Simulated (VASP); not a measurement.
Wanted: the native input for a VASP 6.6.1 run.

```yaml
Task: single point
Functional: PBE
Potentials_or_basis: VASP PAW PBE potentials, release 64 (Ge_d, W_sv)
Cutoff: 520 eV
k_mesh: 9 × 9 × 9
Occupations: fermi-dirac, width 0.05 eV
Spin: no spin polarisation
Hubbard_terms: W d U = 5.0 eV
Dipole_correction: no
Further_INCAR_settings: ALGO = Normal; EDIFF = 1e-06; NBANDS = 21
```

The structure of GeW lies in POSCAR:

```
GeW
1.0
    0.0000000000      2.5780795501      2.5780795501
    2.5780795501      0.0000000000      2.5780795501
    2.5780795501      2.5780795501      0.0000000000
Ge W
1 1
Direct
    0.5000000000      0.5000000000      0.5000000000
    0.0000000000      0.0000000000      0.0000000000
```

The input as run:

INCAR

```
SYSTEM = GeW
PREC     = Accurate       ! precision mode
ENCUT    = 520            ! plane-wave cutoff, eV
EDIFF    = 1E-6           ! SCF threshold, eV
ISMEAR   = -1             ! smearing method
SIGMA    = 0.05           ! smearing width, eV
LREAL    = .FALSE.        ! projectors in reciprocal space
LASPH    = .TRUE.         ! aspherical terms in the spheres
NELM     = 150            ! most SCF steps
ALGO     = Normal         ! electronic algorithm
ISIF     = 2              ! what is computed and relaxed
LWAVE    = .FALSE.        ! write WAVECAR
LCHARG   = .FALSE.        ! write CHGCAR
LMAXMIX  = 4              ! l up to which the mixer works
LDAU     = .TRUE.         ! DFT+U
LDAUTYPE = 2            
LDAUL    = -1 2           ! shell
LDAUU    = 0 5            ! U, eV
LDAUJ    = 0 0          
LDAUPRINT= 1            
GGA      = PE             ! functional
NBANDS   = 21             ! bands
```

KPOINTS

```
regular mesh
0
G
  9 9 9
  0 0 0
```

Potentials or basis: VASP PAW PBE potentials, release 64 (Ge_d, W_sv).

The run is started by

```sh
$ cat potpaw_PBE.64/Ge_d/POTCAR potpaw_PBE.64/W_sv/POTCAR > POTCAR
$ mpirun -np 1 vasp_std > vasp.out
```

It gave:

- Pressure: 4.8 GPa
- Band gap on the k mesh: zero (band 14 reaches 10.02 eV, above the bottom of band 15 at 8.23 eV)

Caveat: spin-orbit coupling is left out, which moves the levels of the heavy elements; U without spin polarisation on a metal has little footing; the U is typed as a test and isn't derived for this compound.

It took 12 s on 1 thread of Intel(R) Xeon(R) 6975P-C (Granite Rapids), with other jobs on the host, peak memory 0.16 GiB.
